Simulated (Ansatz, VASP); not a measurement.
Two plane-wave programs on Ru

```xyz
1
Lattice="2.6635 0.0000 0.0000 -1.3317 2.3066 0.0000 0.0000 0.0000 2.4482" Properties=species:S:1:pos:R:3 pbc="T T T"
Ru    0.0000    0.0000    0.0000
```

Alike in both runs: functional PBE; k mesh 17 × 17 × 15; occupations fermi-dirac, width 0.05 eV; no spin polarisation.

Ansatz relaxed the structure, and its values are those at the end. VASP's run is a single point on that final structure, the one shown.

|  | VASP | Ansatz |
| --- | --- | --- |
| version | VASP 6.6.1 | Ansatz 0.2.0 |
| potentials or method | VASP PAW PBE potentials, release 64 (Ru_pv) | PAW with Ansatz's default frozen-core files, scalar-relativistic |
| plane-wave cutoff (eV) | 520 | 420 |
| valence electrons in the cell | 14 | 16 |

```csv
,VASP,Ansatz,Ansatz less VASP
pressure (GPa),0.0,0.0,-0.04
```

VASP's potentials hold 14 valence electrons a cell and Ansatz's 16, so a difference there can come from the potentials and not from the codes.
